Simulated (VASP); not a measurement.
# TiSi2 (P6/mmm) in VASP: settings compared

Aim: see how the results for TiSi2 move with the level of theory and the settings. Levels: PBE, PBEsol. Tasks: single point, relaxation of cell and atoms.

All numbers are computed with VASP 6.6.1; they aren't measurements. Logs are shortened: lines on timing, memory, paths and dates and some standing lists are left out, and cuts for length are marked.

## 1. The cell of the first run

It takes space group P6/mmm (No. 191, hexagonal). The conventional cell has a = 4.345 Å, b = 4.345 Å, c = 2.544 Å, α = 90.00°, β = 90.00°, γ = 120.00°. Ti (site symmetry 6/mmm) has 2 Ti at 2.54 Å and 12 Si at 2.81 Å within 3.4 Å. Si (site symmetry -6m2) has 5 Si at 2.51 to 2.54 Å and 6 Ti at 2.81 Å within 3.3 Å.

## 2. Single point, PBE (13.87 Å³/atom)

The input, INCAR:

```
PREC     = Accurate       # precision mode
ENCUT    = 520            # plane-wave cutoff, eV
EDIFF    = 1E-7           # SCF threshold, eV
ISMEAR   = -1             # smearing method
SIGMA    = 0.05           # smearing width, eV
LREAL    = False          # projectors in reciprocal space
LASPH    = True           # aspherical terms in the spheres
NELM     = 80             # most SCF steps
ALGO     = Normal         # electronic algorithm
ISIF     = 2              # what is computed and relaxed
LWAVE    = False          # write WAVECAR
LCHARG   = False          # write CHGCAR
GGA      = PE             # functional
NBANDS   = 17             # bands
```

The input, KPOINTS:

```
regular mesh
0
Gamma
  7 7 10
```

The input, POSCAR:

```
TiSi2
1.0
    4.3452791153      0.0000000000      0.0000000000
   -2.1726395577      3.7631227238      0.0000000000
    0.0000000000      0.0000000000      2.5438214955
Ti Si
1 2
Direct
    0.0000000000      0.0000000000      0.0000000000
    0.3333300000      0.6666700000      0.5000000000
    0.6666700000      0.3333300000      0.5000000000
```

Potentials or basis: VASP PAW PBE potentials, release 64 (Ti_sv, Si).

Launch:

```
> cat potpaw_PBE.64/Ti_sv/POTCAR potpaw_PBE.64/Si/POTCAR > POTCAR
> mpirun -np 1 vasp_std > vasp.out
```

OUTCAR:

```text
PREC = Accurate
   ENCUT = 520
   EDIFF = 1E-7
   ISMEAR = -1
   LREAL = False
   LASPH = True
   NELM = 80
   ISIF = 2
   GGA = PE

 ion  position               nearest neighbor table
   1  0.000  0.000  0.000-   2 2.81   3 2.81   2 2.81   3 2.81   3 2.81   3 2.81   2 2.81   2 2.81
                             3 2.81   3 2.81   2 2.81   2 2.81
   2  0.333  0.667  0.500-   3 2.51   3 2.51   3 2.51   1 2.81   1 2.81   1 2.81   1 2.81   1 2.81
                             1 2.81
   3  0.667  0.333  0.500-   2 2.51   2 2.51   2 2.51   1 2.81   1 2.81   1 2.81   1 2.81   1 2.81
                             1 2.81

  LATTYP: Found a hexagonal cell.
 ALAT       =     4.3452791153
 C/A-ratio  =     0.5854218861

  Lattice vectors:

 A1 = (   4.3452791153,   0.0000000000,   0.0000000000)
 A2 = (  -2.1726395577,   3.7631227238,   0.0000000000)
 A3 = (   0.0000000000,   0.0000000000,   2.5438214955)

Analysis of symmetry for initial positions (statically):
=====================================================================
 Subroutine PRICEL returns:
 Original cell was already a primitive cell.

 Routine SETGRP: Setting up the symmetry group for a
 hexagonal supercell.

 Subroutine GETGRP returns: Found  8 space group operations
 (whereof  8 operations were pure point group operations)
 out of a pool of 24 trial point group operations.

The static configuration has the point symmetry D_2h.

Analysis of symmetry for dynamics (positions and initial velocities):
=====================================================================
 Subroutine PRICEL returns:
 Original cell was already a primitive cell.

 Routine SETGRP: Setting up the symmetry group for a
 hexagonal supercell.

 Subroutine GETGRP returns: Found  8 space group operations
 (whereof  8 operations were pure point group operations)
 out of a pool of 24 trial point group operations.

The dynamic configuration has the point symmetry D_2h.

 Subroutine INISYM returns: Found  8 space group operations
 (whereof  8 operations are pure point group operations),
 and found     1 'primitive' translations

----------------------------------------------------------------------------------------

                                     Primitive cell

  volume of cell :      41.5961

  direct lattice vectors                    reciprocal lattice vectors
     4.345279115  0.000000000  0.000000000     0.230134814  0.132868375  0.000000000
    -2.172639558  3.763122724  0.000000000     0.000000000  0.265736749  0.000000000
     0.000000000  0.000000000  2.543821496     0.000000000  0.000000000  0.393109344

  length of vectors
     4.345279115  4.345279655  2.543821496     0.265736782  0.265736749  0.393109344

  position of ions in fractional coordinates (direct lattice)
     0.000000000  0.000000000  0.000000000
     0.333330000  0.666670000  0.500000000
     0.666670000  0.333330000  0.500000000

  ion indices of the primitive-cell ions
   primitive index   ion index
                 1           1
                 2           2
                 3           3

----------------------------------------------------------------------------------------

 KPOINTS: regular mesh

Automatic generation of k-mesh.
 Grid dimensions read from file:
 generate k-points for:    7    7   10

 Generating k-lattice:

  Cartesian coordinates                     Fractional coordinates (reciprocal lattice)
     0.032876402  0.018981196  0.000000000     0.142857143  0.000000000  0.000000000
     0.000000000  0.037962393  0.000000000     0.000000000  0.142857143  0.000000000
     0.000000000  0.000000000  0.039310934     0.000000000  0.000000000  0.100000000

  Length of vectors
     0.037962397  0.037962393  0.039310934

  Shift w.r.t. Gamma in fractional coordinates (k-lattice)
     0.000000000  0.000000000  0.000000000

 Subroutine IBZKPT returns following result:
 ===========================================

 Found     96 irreducible k-points:

 Following reciprocal coordinates:
            Coordinates               Weight
  0.000000  0.000000  0.000000      1.000000
  0.142857 -0.000000  0.000000      4.000000
 -0.142857  0.142857  0.000000      2.000000
  0.285714 -0.000000  0.000000      4.000000
 -0.285714  0.285714  0.000000      2.000000
  0.428571 -0.000000  0.000000      4.000000
[... 16 lines left out ...]
 -0.428571  0.428571  0.100000      4.000000
  0.142857  0.142857  0.100000      4.000000
 [... further k-points ...]
   k-points           NKPTS =     96   k-points in BZ     NKDIM =     96   number of bands    NBANDS=     17
   number of dos      NEDOS =    301   number of ions     NIONS =      3
   total plane-waves  NPLWV =  20480
   dimension x,y,z NGX =    32 NGY =   32 NGZ =   20
   dimension x,y,z NGXF=    64 NGYF=   64 NGZF=   40
   ions per type =               1   2
   NGX,Y,Z   is equivalent  to a cutoff of  12.24, 12.24, 13.07 a.u.
   NGXF,Y,Z  is equivalent  to a cutoff of  24.49, 24.49, 26.14 a.u.
 SYSTEM =  unknown system
   PREC   = accura    normal or accurate (medium, high low for compatibility)
   ISTART =      0    job   : 0-new  1-cont  2-samecut
   ICHARG =      2    charge: 1-file 2-atom 10-const
   ISPIN  =      1    spin polarized calculation?
   LNONCOLLINEAR =      F non collinear calculations
   LSORBIT =      F    spin-orbit coupling
   LASPH  =      T    aspherical Exc in radial PAW
   ENCUT  =  520.0 eV  38.22 Ry    6.18 a.u.   8.08  8.08  4.73*2*pi/ulx,y,z
   NELM   =     80;   NELMIN=  2; NELMDL= -5     # of ELM steps
   EDIFF  = 0.1E-06   stopping-criterion for ELM
   LREAL  =      F    real-space projection
   EDIFFG = 0.1E-05   stopping-criterion for IOM
   NSW    =      0    number of steps for IOM
   IBRION =     -1    ionic relax: 0-MD 1-quasi-New 2-CG
   NFREE  =      0    steps in history (QN), initial steepest desc. (CG)
   ISIF   =      2    stress and relaxation
   ISYM   =      2    0-nonsym 1-usesym 2-fastsym
   POTIM  = 0.5000    time-step for ionic-motion
   TEBEG  =    0.0;   TEEND  =   0.0 temperature during run
   PSTRESS=    0.0 pullay stress
   NELECT =      20.0000    total number of electrons
   NUPDOWN=      -1.0000    fix difference up-down
   EMIN   =  10.00;   EMAX   =-10.00  energy-range for DOS
   EFERMI =   0.00;   METHOD = LEGACY
   ISMEAR =    -1;   SIGMA  =   0.05  broadening in eV -4-tet -1-fermi 0-gaus
   EFERMI_NEDOS =   21; number of points for ismear=-14 and -15
   IALGO  =     38    algorithm
   IMIX   =      4    mixing-type and parameters
     AMIX     =   0.40;   BMIX     =  1.00
     AMIX_MAG =   1.60;   BMIX_MAG =  1.00
  volume/ion in A,a.u.               =      13.87        93.57
  Fermi-wavevector in a.u.,A,eV,Ry     =   1.282529  2.423629 22.379967  1.644881
  Thomas-Fermi vector in A             =   2.414835
   LORBIT       =      0    0 simple, 1 ext, 2 COOP (PROOUT), +10 PAW based schemes
   GGA     = PE    functional components
   LHFCALC =     F    Hartree Fock is set to
   AEXX    =    0.0000 exact exchange contribution
   IVDW    =     0    specifies the selected vdW correction
   LEPSILON=     F    determine dielectric tensor
   LRPA    =     F    only Hartree local field effects (RPA)
 non-spin polarized calculation
  energy-cutoff  :      520.00
  volume of cell :       41.60
 maximum number of plane-waves:      1132
   NGX = 17   NGY = 17   NGZ =  9

 number of electron      19.9999998 magnetization

 Free energy of the ion-electron system (eV)
  ---------------------------------------------------
  ext. energy  EPLUGINS =         0.00000000
  ---------------------------------------------------
  free energy    TOTEN  =       -19.41270156 eV

  energy without entropy =      -19.39723481  energy(sigma->0) =      -19.40496818

 E-fermi :  10.8512     XC(G=0): -11.7627

 val. band max:       10.8466465362   @ k =  -0.1429   0.2857   0.2000
 cond. band min:      10.8962060862   @ k =  -0.2857   0.2857   0.1000
 fundamental gap:      0.0495595500
 Fermi energy:        10.8512305125

 k-point     1 :       0.0000    0.0000    0.0000
  band No.  band energies     occupation
      1     -45.8507      2.00000
      2     -22.1691      2.00000
      3     -22.1691      2.00000
      4     -21.5021      2.00000
      5      -2.5055      2.00000
      6       5.4985      2.00000
[... 9 lines left out ...]
     16      16.7140      0.00000
     17      18.0646      0.00000

 k-point     2 :       0.1429   -0.0000    0.0000
  band No.  band energies     occupation
      1     -45.8506      2.00000
      2     -22.1721      2.00000
      3     -22.1698      2.00000
      4     -21.5020      2.00000
      5      -2.2992      2.00000
      6       3.7766      2.00000
[... 9 lines left out ...]
     16      17.2295      0.00000
     17      18.3275      0.00000

 k-point     3 :      -0.1429    0.1429    0.0000
  band No.  band energies     occupation
      1     -45.8506      2.00000
      2     -22.1721      2.00000
      3     -22.1698      2.00000
      4     -21.5020      2.00000
      5      -2.2992      2.00000
      6       3.7767      2.00000
[... 9 lines left out ...]
     16      17.2295      0.00000
     17      18.3275      0.00000

 k-point     4 :       0.2857   -0.0000    0.0000
  band No.  band energies     occupation
      1     -45.8504      2.00000
      2     -22.1791      2.00000
      3     -22.1713      2.00000
      4     -21.5018      2.00000
      5      -1.7066      2.00000
      6       2.1504      2.00000
[... 9 lines left out ...]
     16      18.0527      0.00000
     17      19.0185      0.00000
[... 343 lines left out ...]
      1     -45.8335      2.00000
      2     -22.1697      2.00000
      3     -22.1582      2.00000
      4     -21.6145      2.00000
      5      -0.6553      2.00000
      6       1.0285      2.00000
[... 9 lines left out ...]
     16      16.5503      0.00000
     17      18.1681      0.00000

 k-point    23 :      -0.4286    0.4286    0.1000
  band No.  band energies     occupation
      1     -45.8335      2.00000
      2     -22.1697      2.00000
      3     -22.1582      2.00000
      4     -21.6145      2.00000
      5      -0.6554      2.00000
      6       1.0287      2.00000
[... 9 lines left out ...]
     16      16.5504      0.00000
     17      18.1680      0.00000

 k-point    24 :       0.1429    0.1429    0.1000
  band No.  band energies     occupation
      1     -45.8337      2.00000
      2     -22.1621      2.00000
      3     -22.1570      2.00000
      4     -21.6148      2.00000
      5      -1.6783      2.00000
      6       2.8229      2.00000
[... 9 lines left out ...]
     16      16.0910      0.00000
     17      19.1302      0.00000

 [... further k-points ...]
[... 5 lines left out ...]
  --------------------------------------------------------------------------------------
  -------------------------------------------------------------------------------------
  Total        0.7109348      0.7111366      0.5726385      0.0001746      0.0000000      0.0000000
  in kB       27.3834169     27.3911927     22.0565943      0.0067262      0.0000000      0.0000000
  external PRESSURE =      25.6104013 kB  Pullay stress =       0.0000000 kB

 VOLUME and BASIS-vectors are now :
 -----------------------------------------------------------------------------
  energy-cutoff  :      520.00
  volume of cell :       41.60
      direct lattice vectors                 reciprocal lattice vectors
     4.345279115  0.000000000  0.000000000     0.230134814  0.132868375  0.000000000
    -2.172639558  3.763122724  0.000000000     0.000000000  0.265736749  0.000000000
     0.000000000  0.000000000  2.543821496     0.000000000  0.000000000  0.393109344

 POSITION                                       TOTAL-FORCE (eV/Angst)
 -----------------------------------------------------------------------------------
      0.00000      0.00000      0.00000         0.000000      0.000000      0.000000
     -0.00002      2.50876      1.27191         0.000282     -0.000163      0.000000
      2.17266      1.25436      1.27191        -0.000282      0.000163      0.000000
 -----------------------------------------------------------------------------------
    total drift:                               -0.000000      0.000000     -0.000000

  FREE ENERGIE OF THE ION-ELECTRON SYSTEM (eV)
  ---------------------------------------------------
  free  energy   TOTEN  =       -19.4127015613 eV

  energy  without entropy=      -19.3972348058  energy(sigma->0) =      -19.40496818
```

Wall time 71 s (1 thread of Intel Xeon 8259CL, shared host); peak memory 0.2 GiB.

Results:

```
Free energy            : -19.4127 eV
Pressure               : 2.6 GPa
Band gap on the k mesh : zero (bands 10 and 11 overlap by 2.65 eV)
```

Stress tensor (GPa, compression positive):
```
2.74 0.00 0.00
0.00 2.74 0.00
0.00 0.00 2.21
```

Levels at points of the mesh, in eV from the Fermi level:
| k point | band 6 | band 7 | band 8 | band 9 | band 10 | band 11 | band 12 | band 13 | band 14 | band 15 |
| --- | --- | --- | --- | --- | --- | --- | --- | --- | --- | --- |
| (0.00, 0.00, 0.00) | -5.35 | -5.35 | -5.09 | -1.69 | -1.00 | -1.00 | 2.92 | 2.92 | 3.44 | 3.44 |
| (0.00, 0.00, 0.50) | -7.20 | -2.37 | -2.37 | -0.88 | -0.88 | -0.86 | -0.34 | -0.34 | 1.56 | 4.52 |

## 3. Relaxation of cell and atoms, PBE

This run uses another cell than the first one, of 14.15 Å³/atom.

The input, INCAR:

```
SYSTEM = TiSi2
PREC = Accurate ; ENCUT = 600
EDIFF = 1E-6 ; ISMEAR = -1
SIGMA = 0.05 ; LREAL = .False.
LASPH = .True. ; NELM = 80
ALGO = Normal ; ISIF = 3
LWAVE = .False. ; LCHARG = .False.
GGA = PE ; IBRION = 2
NSW = 80 ; EDIFFG = -0.02
```

The input, KPOINTS:

```
regular mesh
0
Gamma
  6 6 8
  0 0 0
```

The input, POSCAR:

```
TiSi2
1.0
    4.3746400000      0.0000000000      0.0000000000
   -2.1873200000      3.7885500000      0.0000000000
    0.0000000000      0.0000000000      2.5610100000
Ti Si
1 2
Direct
    0.0000000000      0.0000000000      0.0000000000
    0.3333300000      0.6666700000      0.5000000000
    0.6666700000      0.3333300000      0.5000000000
```

Potentials or basis: VASP PAW PBE potentials, release 64 (Ti_sv, Si).

Launch:

```
> cat potpaw_PBE.64/Ti_sv/POTCAR potpaw_PBE.64/Si/POTCAR > POTCAR
> mpirun -np 1 vasp_std > vasp.out
```

Wall time 2.4 min (1 thread of Intel Xeon 8259CL, shared host); peak memory 0.2 GiB.

It converged, with:

```yaml
Free_energy: -19.4424 eV
Relaxed_volume: 14.07 Å³/atom
Relaxed_cell: a = 4.358 Å, b = 4.358 Å, c = 2.566 Å, α = 90.00°, β = 90.00°, γ = 120.00°
Space_group_after_relaxing_to_0.1_Å: P6/mmm (No. 191)
Energy_gained_by_relaxing: 0.3 meV/atom
Ionic_steps: 4
Pressure_after_relaxing: 0.0 GPa
Band_gap_on_the_k_mesh: zero (bands 10 and 11 overlap by 3.07 eV)
```

Step by step:
```tsv
step	energy change (eV)	largest force (eV/Å)	pressure (GPa)	volume (Å³)
1	0.0000	0.0003	-0.71	42.45
2	-0.0008	0.0001	0.48	42.06
3	-0.0009	0.0002	0.15	42.17
4	-0.0010	0.0001	0.01	42.21
```

Final structure:
```
Ti Si
1.0
     4.35842    0.00001    0.00000
    -2.17921    3.77451    0.00000
     0.00000    0.00000    2.56571
Ti Si
1 2
Cartesian
  0.0000 0.0000 0.0000
  0.0000 2.5163 1.2829
  2.1792 1.2582 1.2829
```

Levels at points of the mesh, in eV from the Fermi level:
```tsv
k point	band 7	band 8	band 9	band 10	band 11	band 12	band 13	band 14
(0.00, 0.00, 0.00)	-5.35	-5.13	-1.72	-1.06	-1.06	2.78	2.78	3.32
(0.50, 0.00, 0.00)	-5.44	-4.24	-0.85	-0.68	2.43	2.45	2.72	3.53
(0.50, 0.50, 0.00)	-5.44	-4.24	-0.85	-0.68	2.43	2.45	2.72	3.53
(0.00, 0.00, 0.50)	-2.40	-2.40	-1.00	-1.00	-0.90	-0.40	-0.40	1.31
(0.50, 0.00, 0.50)	-5.38	-4.67	-3.91	0.87	1.08	1.14	1.67	2.14
(0.50, 0.50, 0.50)	-5.38	-4.67	-3.91	0.87	1.08	1.14	1.67	2.14
```

## 4. Relaxation of cell and atoms, PBEsol

This run uses another cell than the first one, of 14.15 Å³/atom.

The input, INCAR:

```
PREC     = Accurate       # precision mode
ENCUT    = 600            # plane-wave cutoff, eV
EDIFF    = 1E-6           # SCF threshold, eV
ISMEAR   = -1             # smearing method
SIGMA    = 0.05           # smearing width, eV
LREAL    = False          # projectors in reciprocal space
LASPH    = True           # aspherical terms in the spheres
NELM     = 100            # most SCF steps
ALGO     = Normal         # electronic algorithm
ISIF     = 3              # what is computed and relaxed
LWAVE    = False          # write WAVECAR
LCHARG   = False          # write CHGCAR
GGA      = PS             # functional
IBRION   = 2              # ionic algorithm
NSW      = 80             # ionic steps
EDIFFG   = -0.02          # ionic threshold
```

The input, KPOINTS:

```
regular mesh
0
Gamma
  6 6 8
```

POSCAR is that of step 3.

Launch:

```
> cat potpaw_PBE.64/Ti_sv/POTCAR potpaw_PBE.64/Si/POTCAR > POTCAR
> mpirun -np 1 vasp_std > vasp.out
```

It took 3.2 min on 1 thread of Intel Xeon 8259CL, shared host; peak memory 0.21 GiB.

Results (log left out):

```
Free energy                           : -20.9220 eV
Relaxed volume                        : 13.68 Å³/atom
Relaxed cell                          : a = 4.317 Å, b = 4.317 Å, c = 2.543 Å, α = 90.00°, β = 90.00°, γ = 120.00°
Space group after relaxing (to 0.1 Å) : P6/mmm (No. 191)
Energy gained by relaxing             : 6.6 meV/atom
Ionic steps                           : 5
Pressure after relaxing               : 0.1 GPa
Band gap on the k mesh                : zero (bands 10 and 11 overlap by 3.08 eV)
```

Stress tensor (GPa, compression positive):
```
0.05 0.00 0.00
0.00 0.05 0.00
0.00 0.00 0.16
```

Step by step:
```tsv
step	energy change (eV)	largest force (eV/Å)	pressure (GPa)	volume (Å³)
1	0.0000	0.0002	-4.42	42.45
2	-0.0084	0.0002	3.72	40.09
3	-0.0194	0.0002	0.03	41.08
4	-0.0194	0.0002	0.11	41.05
5	-0.0199	0.0001	0.09	41.05
```

Final structure:
```xyz
3
Lattice="4.3171 0.0000 0.0000 -2.1586 3.7388 0.0000 0.0000 0.0000 2.5430" Properties=species:S:1:pos:R:3 pbc="T T T"
Ti    0.0000    0.0000    0.0000
Si    0.0000    2.4925    1.2715
Si    2.1586    1.2463    1.2715
```

Levels at points of the mesh, in eV from the Fermi level:
| k point | band 6 | band 7 | band 8 | band 9 | band 10 | band 11 | band 12 | band 13 | band 14 |
| --- | --- | --- | --- | --- | --- | --- | --- | --- | --- |
| (0.00, 0.00, 0.00) | -5.49 | -5.49 | -5.07 | -1.76 | -1.05 | -1.05 | 2.87 | 2.87 | 3.46 |
| (0.50, 0.00, 0.00) | -10.49 | -5.54 | -4.29 | -0.87 | -0.72 | 2.53 | 2.56 | 2.81 | 3.64 |
| (0.50, 0.50, 0.00) | -10.49 | -5.54 | -4.29 | -0.87 | -0.72 | 2.53 | 2.56 | 2.81 | 3.64 |
| (0.00, 0.00, 0.50) | -7.38 | -2.50 | -2.50 | -1.00 | -1.00 | -0.88 | -0.48 | -0.48 | 1.63 |
| (0.50, 0.00, 0.50) | -5.55 | -5.50 | -4.79 | -4.02 | 0.87 | 1.17 | 1.20 | 1.77 | 2.08 |
| (0.50, 0.50, 0.50) | -5.55 | -5.50 | -4.79 | -4.02 | 0.87 | 1.17 | 1.20 | 1.77 | 2.08 |

Caveat: the PAW data sets were made with another functional, which shifts forces and pressure a little.

## 5. Overview

```csv
task,level,cell,k mesh,cutoff (eV),gap on the mesh (eV),pressure (GPa),relaxed volume (Å³/atom)
single point,PBE,"a = 4.345, b = 4.345, c = 2.544 Å, angles 90.0, 90.0, 120.0°, 3 atoms",7 × 7 × 10,520,none,2.6,-
relaxation of cell and atoms,PBE,"relaxed from a = 4.375, b = 4.375, c = 2.561 Å, angles 90.0, 90.0, 120.0°, 3 atoms",6 × 6 × 8,600,none,0.0,14.07
relaxation of cell and atoms,PBEsol,"relaxed from a = 4.375, b = 4.375, c = 2.561 Å, angles 90.0, 90.0, 120.0°, 3 atoms",6 × 6 × 8,600,none,0.1,13.68
```

Alike in all rows: potentials or basis VASP PAW PBE potentials, release 64 (Ti_sv, Si); no spin polarisation; smearing fermi-dirac 0.05 eV.

Caveats: the PAW data sets were made with another functional, which shifts forces and pressure a little (at least some runs).

Absolute energies hang on the potentials; compare differences alone.

The gap in the log of VASP goes by the Fermi energy; the results here count the filled bands.